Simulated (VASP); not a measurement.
# Cr (Im-3m) in VASP: further runs, part 2 of 2

VASP 6.6.1. The steps go on from the part before.

**4. Single point, LDA (volume scaled by 1.04)**

INCAR

```
PREC     = Accurate       # precision mode
ENCUT    = 520            # plane-wave cutoff, eV
EDIFF    = 1E-7           # SCF threshold, eV
ISMEAR   = -1             # smearing method
SIGMA    = 0.1            # smearing width, eV
LREAL    = F              # projectors in reciprocal space
LASPH    = T              # aspherical terms in the spheres
NELM     = 100            # most SCF steps
ALGO     = Normal         # electronic algorithm
ISIF     = 2              # what is computed and relaxed
LWAVE    = F              # write WAVECAR
LCHARG   = F              # write CHGCAR
GGA      = CA             # functional
NBANDS   = 12             # bands
```

KPOINTS

```
Automatic mesh
0
Gamma
  26 26 26
```

POSCAR

```
Cr
1.0
   -1.4125959865      1.4125959865      1.4125959865
    1.4125959865     -1.4125959865      1.4125959865
    1.4125959865      1.4125959865     -1.4125959865
Cr
1
Direct
    0.0000000000      0.0000000000      0.0000000000
```

Potentials or basis: VASP PAW LDA potentials, release 64 (Cr_pv).

Run with:

```
cat potpaw_LDA.64/Cr_pv/POTCAR > POTCAR
mpirun -np 1 vasp_std > vasp.out
```

OUTCAR:

```text
PREC = Accurate
   ENCUT = 520
   EDIFF = 1E-7
   ISMEAR = -1
   LREAL = F
   LASPH = T
   NELM = 100
   ISIF = 2
   GGA = CA

 ion  position               nearest neighbor table
   1  0.000  0.000  0.000-

  LATTYP: Found a body centered cubic cell.
 ALAT       =     2.8251919730

  Lattice vectors:

 A1 = (  -1.4125959865,   1.4125959865,   1.4125959865)
 A2 = (   1.4125959865,  -1.4125959865,   1.4125959865)
 A3 = (   1.4125959865,   1.4125959865,  -1.4125959865)

[... 536 lines left out ...]
     12      28.8906      0.00000

 [... further k-points ...]

------------------------ aborting loop because EDIFF is reached ----------------------------------------

  FORCE on cell =-STRESS in cart. coord.  units (eV):
  Direction    XX          YY          ZZ          XY          YZ          ZX
  --------------------------------------------------------------------------------------
  -------------------------------------------------------------------------------------
  Total       -0.7557556     -0.7557556     -0.7557556     -0.0000000      0.0000000     -0.0000000
  in kB     -107.3935110   -107.3935110   -107.3935110     -0.0000000      0.0000000     -0.0000000
  external PRESSURE =    -107.3935110 kB  Pullay stress =       0.0000000 kB

 VOLUME and BASIS-vectors are now :
 -----------------------------------------------------------------------------
  energy-cutoff  :      520.00
  volume of cell :       11.27
      direct lattice vectors                 reciprocal lattice vectors
    -1.412595986  1.412595986  1.412595986     0.000000000  0.353958248  0.353958248
     1.412595986 -1.412595986  1.412595986     0.353958248  0.000000000  0.353958248
     1.412595986  1.412595986 -1.412595986     0.353958248  0.353958248  0.000000000

 POSITION                                       TOTAL-FORCE (eV/Angst)
 -----------------------------------------------------------------------------------
      0.00000      0.00000      0.00000        -0.000000      0.000000      0.000000
 -----------------------------------------------------------------------------------
    total drift:                                0.000000      0.000000      0.000000

  FREE ENERGIE OF THE ION-ELECTRON SYSTEM (eV)
  ---------------------------------------------------
  free  energy   TOTEN  =       -10.6254887942 eV

  energy  without entropy=      -10.6003808802  energy(sigma->0) =      -10.61293484
```

stdout:

```text
POSCAR found type information on POSCAR Cr
 POSCAR found :  1 types and       1 ions
 scaLAPACK will be used
 LDA part: xc-table for (Slater(with rela. corr.)+CA(PZ))
 , standard interpolation
 POSCAR, INCAR and KPOINTS ok, starting setup
 FFT: planning ... GRIDC
 FFT: planning ... GRID_SOFT
 FFT: planning ... GRID
 WAVECAR not read
 entering main loop
```

Run time: 32 s. Hardware: 1 thread of Intel Xeon Platinum 8488C (Sapphire Rapids), shared host; peak memory 0.17 GiB.

What came out:

```yaml
Free_energy: -10.6255 eV
Pressure: -10.7 GPa
Band_gap_on_the_k_mesh: zero (band 6 reaches 13.70 eV, above the bottom of band 7 at 10.19 eV)
```

Levels at points of the mesh, in eV from the Fermi level:
| k point | band 3 | band 4 | band 5 | band 6 | band 7 | band 8 | band 9 | band 10 |
| --- | --- | --- | --- | --- | --- | --- | --- | --- |
| (0.00, 0.00, 0.00) | -42.29 | -7.87 | -0.95 | -0.95 | -0.95 | 1.12 | 1.12 | 5.37 |
| (0.50, 0.00, 0.00) | -42.30 | -4.56 | -2.55 | 1.15 | 1.27 | 1.48 | 2.97 | 5.36 |
| (0.50, 0.50, 0.50) | -42.99 | -4.50 | -4.50 | 2.56 | 2.56 | 2.56 | 5.36 | 10.84 |

Caveat: the run has no spin polarisation, though such a crystal can be magnetic. Spin polarisation is off, so any magnetic state and its effect on volume and gap are missing.

**5. Single point, LDA (volume scaled by 1.08)**

INCAR

```
  PREC = Accurate
  ENCUT = 520
  EDIFF = 1E-7
  ISMEAR = -1
  SIGMA = 0.1
  LREAL = F
  LASPH = T
  NELM = 60
  ALGO = Normal
  ISIF = 2
  LWAVE = F
  LCHARG = T
  GGA = CA
  LELF = T
  LVHAR = T
  NBANDS = 12
```

KPOINTS

```
regular mesh
0
Gamma
  26 26 26
```

POSCAR

```
Cr
1.0
   -1.4304788467      1.4304788467      1.4304788467
    1.4304788467     -1.4304788467      1.4304788467
    1.4304788467      1.4304788467     -1.4304788467
Cr
1
Direct
    0.0000000000      0.0000000000      0.0000000000
```

Run with:

```
cat potpaw_LDA.64/Cr_pv/POTCAR > POTCAR
mpirun -np 1 vasp_std > vasp.out
```

Wall time 33 s (1 thread of Intel Xeon Platinum 8488C (Sapphire Rapids), shared host); peak memory 0.17 GiB.

Results (log left out):

- Free energy: -10.5842 eV
- Pressure: -19.6 GPa
- Band gap on the k mesh: zero (band 6 reaches 13.02 eV, above the bottom of band 7 at 9.70 eV)

Levels at points of the mesh, in eV from the Fermi level:
```tsv
k point	band 4	band 5	band 6	band 7	band 8	band 9
(0.00, 0.00, 0.00)	-7.73	-0.89	-0.89	-0.89	1.07	1.07
(0.50, 0.00, 0.00)	-4.36	-2.41	1.09	1.18	1.40	2.82
(0.50, 0.50, 0.50)	-4.26	-4.26	2.43	2.43	2.43	5.34
```

Caveat: the run has no spin polarisation, though such a crystal can be magnetic. Spin polarisation is off, so any magnetic state and its effect on volume and gap are missing.

**6. Overview**

| cell | gap on the mesh (eV) | pressure (GPa) |
| --- | --- | --- |
| a = 2.382 Å, angles 109.5°, 1 atom | none | 13.6 |
| a = 2.415 Å, angles 109.5°, 1 atom | none | 0.2 |
| a = 2.447 Å, angles 109.5°, 1 atom | none | -10.7 |
| a = 2.478 Å, angles 109.5°, 1 atom | none | -19.6 |

Alike in all rows: task single point; level LDA; potentials or basis VASP PAW LDA potentials, release 64 (Cr_pv); no spin polarisation; k mesh 26 × 26 × 26; cutoff (eV) 520; smearing fermi-dirac 0.1 eV.

Caveats: the run has no spin polarisation, though such a crystal can be magnetic.

Absolute energies hang on the potentials; compare differences alone.
